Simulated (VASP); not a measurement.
Wanted: the native input for a VASP 6.6.1 run.

- Task: single point
- Functional: PBE
- Dispersion: D4
- Potentials or basis: VASP PAW PBE potentials, release 64 (Mo_sv, S)
- Cutoff: 500 eV
- k mesh: 9 × 9 × 4
- Occupations: fermi-dirac, width 0.05 eV
- Spin: no spin polarisation
- Dipole correction: no
- Further INCAR settings: ALGO = Normal; EDIFF = 1e-06; NBANDS = 20

The structure of MoS2 lies in POSCAR:

```
MoS2
1.0
    3.1779331625      0.0000000000      0.0000000000
   -1.5889665813      2.7521708503      0.0000000000
    0.0000000000      0.0000000000      5.8504487207
Mo S
1 2
Direct
    0.0000000000      0.0000000000      0.5000000000
    0.6666666667      0.3333333333      0.7688306207
    0.3333333333      0.6666666667      0.2311693793
```

One way to write it, as run:

INCAR

```
ALGO = Normal ; EDIFF = 1E-6
ENCUT = 500 ; GGA = PE
GGA_COMPAT = False ; ISIF = 2
ISMEAR = -1 ; IVDW = 13
LASPH = True ; LCHARG = False
LREAL = False ; LWAVE = False
NBANDS = 20 ; NELM = 120
PREC = Accurate ; SIGMA = 0.05
```

KPOINTS

```
k-points
0
Gamma
  9 9 4
```

Potentials or basis: VASP PAW PBE potentials, release 64 (Mo_sv, S).

Command:

```sh
$ cat potpaw_PBE.64/Mo_sv/POTCAR potpaw_PBE.64/S/POTCAR > POTCAR
$ mpirun -np 1 vasp_std > vasp.out
```

Results of the run:

| Property | Result |
| --- | --- |
| Pressure | -0.1 GPa |
| Largest force | 0.011 eV/Å |
| Band gap on the k mesh | zero (band 13 reaches 9.12 eV, above the bottom of band 14 at 7.94 eV) |
| Dispersion energy per atom | -0.445 eV |

Caveat: pairwise dispersion overbinds metals, which lowers pressure and volume.

It took 56 s on 1 thread of Intel Xeon 8259CL, with other jobs on the host, peak memory 0.19 GiB.
